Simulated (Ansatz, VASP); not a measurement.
**Two plane-wave programs on TiO2**

POSCAR

```
TiO2
1.0
    0.0000000000      2.3968272579      2.3968272579
    2.3968272579      0.0000000000      2.3968272579
    2.3968272579      2.3968272579      0.0000000000
Ti O
1 2
Direct
    0.0000000000      0.0000000000      0.0000000000
    0.2500000000      0.2500000000      0.2500000000
    0.7500000000      0.7500000000      0.7500000000
```

Contents of INCAR.step1:

```
  PREC = Accurate
  ENCUT = 520
  EDIFF = 1E-5
  ISMEAR = 0
  SIGMA = 0.01
  LREAL = F
  LASPH = T
  NELM = 60
  ALGO = Normal
  ISIF = 2
  LWAVE = T
  GGA = PE
  NBANDS = 19
```

INCAR.step2

```
  PREC = Accurate
  ENCUT = 520
  EDIFF = 1E-6
  ISMEAR = 0
  SIGMA = 0.01
  LREAL = F
  LASPH = T
  NELM = 60
  ALGO = Normal
  ISIF = 2
  LWAVE = F
  LCHARG = T
  GGA = PE
  LHFCALC = T
  AEXX = 0.75
  HFSCREEN = 0.2078
  PRECFOCK = Normal
  LELF = T
  LVHAR = T
  ISTART = 1
  NBANDS = 19
```

Contents of KPOINTS:

```
regular mesh
0
Gamma
  4 4 4
```

Input for Ansatz:

```yaml
crystal:
  lattice:
    - [0.0, 2.3968272579, 2.3968272579]
    - [2.3968272579, 0.0, 2.3968272579]
    - [2.3968272579, 2.3968272579, 0.0]
  atoms:
    - { symbol: Ti, position: [0.0, 0.0, 0.0] }
    - { symbol: O, position: [0.25, 0.25, 0.25] }
    - { symbol: O, position: [0.75, 0.75, 0.75] }
kpoints:
  mp_grid: { grid: [4, 4, 4] }
hamiltonian:
  xc:
    exchange: pbe
    correlation: pbe
    exx: { coeff: 0.75, omega: 0.2078 }
scf:
  occupations: { method: fixed }
  n_extra_bands: 4
output:
  forces: true
  stress: true
  eigenvalues: true
```

Alike in both runs: task single point; functional PBE-based screened hybrid; k mesh 4 × 4 × 4; no spin polarisation.

|  | VASP | Ansatz |
| --- | --- | --- |
| version | VASP 6.6.1 | Ansatz 0.2.0 |
| potentials or method | VASP PAW PBE potentials, release 64 (Ti_sv, O) | plane waves |
| plane-wave cutoff (eV) | 520 | 420 |
| occupations | gaussian, width 0.01 eV | fixed |
| valence electrons in the cell | 24 | 24 |

|  | VASP | Ansatz | Ansatz less VASP |
| --- | --- | --- | --- |
| gap on the k mesh at the Fermi level (eV) | 6.19 | 6.24 | +0.046 |
| pressure (GPa) | -19.8 | -20.8 | -0.98 |

VASP's potentials were made for PBE, not for PBE-based screened hybrid. Ansatz's warnings: stress exchange threshold loose, stress scf threshold loose.

The k mesh is coarse, so the values compare programs but aren't converged.
